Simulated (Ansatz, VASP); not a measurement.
# One calculation of CdSe, two programs

The input POSCAR:

```
CdSe
1.0
    2.8797105629      2.8797105629      0.0000000000
   -2.8797105629      2.8797105629      0.0000000000
    0.0000000000      2.8797105629      2.8797105629
Cd Se
1 1
Direct
    0.0000000000      0.0000000000      0.0000000000
    0.7500000000      0.2500000000      0.5000000000
```

The input INCAR.step1:

```
SYSTEM = CdSe
ALGO = Normal
EDIFF = 1E-4
ENCUT = 520
GGA = PE
ISMEAR = 0
LASPH = .TRUE.
LCHARG = .FALSE.
LREAL = .FALSE.
LWAVE = .TRUE.
NBANDS = 16
NELM = 80
PREC = Accurate
SIGMA = 0.01
```

Contents of INCAR.step2:

```
SYSTEM = CdSe
ALGO = Normal
EDIFF = 1E-7
ENCUT = 520
ISIF = 2
ISMEAR = 0
ISTART = 1
LASPH = .TRUE.
LCHARG = .FALSE.
LMIXTAU = .TRUE.
LREAL = .FALSE.
LWAVE = .FALSE.
METAGGA = R2SCAN
NBANDS = 16
NELM = 80
PREC = Accurate
SIGMA = 0.01
```

File KPOINTS:

```
k-points
0
G
  6 6 6
  0 0 0
```

Input for Ansatz:

```yaml
crystal:
  lattice:
    - [2.87971056293, 2.87971056293, 0.0]
    - [-2.87971056293, 2.87971056293, 0.0]
    - [0.0, 2.87971056293, 2.87971056293]
  atoms:
    - { symbol: Cd, position: [0.0, 0.0, 0.0] }
    - { symbol: Se, position: [0.75, 0.25, 0.5] }
kpoints:
  mp_grid: { grid: [6, 6, 6] }
scf:
  occupations: { method: fixed }
  convergence: { dr2_threshold: 1.0e-10 }
hamiltonian:
  xc: r2scan
  pseudopotentials: { kind: paw }
output:
  forces: true
  stress: true
  eigenstates:
    kpoints:
      - [0.0, 0.0, 0.0]
      - [-0.5, -0.5, -0.5]
      - [-0.5, 0.5, 0.0]
      - [0.0, 0.0, -0.5]
      - [0.0, -0.5, -0.5]
      - [0.0, 0.5, 0.0]
      - [-0.5, 0.0, 0.0]
      - [-0.5, 0.0, -0.5]
  eigenvalues: true
```

Alike in both runs: task single point; functional r2SCAN; k mesh 6 × 6 × 6; no spin polarisation.

|  | VASP | Ansatz |
| --- | --- | --- |
| version | VASP 6.6.1 | Ansatz 0.2.0 |
| potentials or method | VASP PAW PBE potentials, release 64 (Cd, Se) | PAW with Ansatz's default frozen-core files, scalar-relativistic |
| plane-wave cutoff (eV) | 520 | 500 |
| occupations | gaussian, width 0.01 eV | fixed |
| valence electrons in the cell | 18 | 36 |

|  | VASP | Ansatz | Ansatz less VASP |
| --- | --- | --- | --- |
| gap on the k mesh at the Fermi level (eV) | 1.44 | 1.44 | -0.001 |
| pressure (GPa) | 15.6 | 15.0 | -0.59 |

VASP's potentials were made for PBE, not for r2SCAN. VASP's potentials hold 18 valence electrons a cell and Ansatz's 36, so a difference there can come from the potentials and not from the codes.
